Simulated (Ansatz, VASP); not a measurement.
**AlN: VASP beside Ansatz**

Contents of INCAR:

```
SYSTEM = AlN
PREC     = Accurate       ! precision mode
ENCUT    = 520            ! plane-wave cutoff, eV
EDIFF    = 1E-8           ! SCF threshold, eV
ISMEAR   = -1             ! smearing method
SIGMA    = 0.02           ! smearing width, eV
LREAL    = .FALSE.        ! projectors in reciprocal space
LASPH    = .TRUE.         ! aspherical terms in the spheres
NELM     = 100            ! most SCF steps
ALGO     = Normal         ! electronic algorithm
ISIF     = 2              ! what is computed and relaxed
LWAVE    = .FALSE.        ! write WAVECAR
LCHARG   = .FALSE.        ! write CHGCAR
GGA      = PE             ! functional
LEFG     = .TRUE.       
NBANDS   = 11             ! bands
```

File KPOINTS:

```
regular mesh
0
G
  10 10 10
  0 0 0
```

POSCAR

```
AlN
1.0
    0.0000000000      2.0373400000      1.9780000000
    2.0373400000      0.0000000000      1.9780000000
    2.0373400000      2.0373400000      0.0000000000
Al N
1 1
Direct
    0.0000000000      0.0000000000      0.0000000000
    0.5000000000      0.5000000000      0.5000000000
```

Input for Ansatz:

```yaml
crystal:
  lattice:
    - [0.0, 2.03734, 1.978]
    - [2.03734, 0.0, 1.978]
    - [2.03734, 2.03734, 0.0]
  atoms:
    - { symbol: Al, position: [0.0, 0.0, 0.0] }
    - { symbol: "N", position: [0.5, 0.5, 0.5] }
kpoints:
  mp_grid: { grid: [10, 10, 10] }
scf:
  occupations: { method: fermi_dirac, width: 0.02 }
hamiltonian:
  xc: pbe
  pseudopotentials: { kind: all_electron, datasets: crystal }
output:
  forces: true
  stress: true
  eigenvalues: true
  efg: { contact_densities: true }
```

Change from the starting cell: equal xx and yy strain of +3 %, crystal datasets.

Alike in both runs: task electric field gradients; functional PBE; k mesh 10 × 10 × 10; occupations fermi-dirac, width 0.02 eV; no spin polarisation.

```csv
,VASP,Ansatz
version,VASP 6.6.1,Ansatz 0.2.0
potentials or method,"VASP PAW PBE potentials, release 64 (Al, N), cutoff 520 eV","all-electron PAW with datasets made for the crystal, scalar-relativistic"
```

|  | VASP | Ansatz | Ansatz less VASP |
| --- | --- | --- | --- |
| gap on the k mesh at the Fermi level (eV) | 4.43 | 4.45 | +0.016 |
| pressure (GPa) | 7.2 | 7.5 | +0.32 |
| traceless stress, the component that is largest in VASP (GPa) | 6.21 | 6.23 | +0.027 |
| size of Vzz on the site where it differs most (V/Å²) | 3.5 | 3.2 | -0.35 |

Ansatz ran all-electron here, and VASP with PAW potentials.
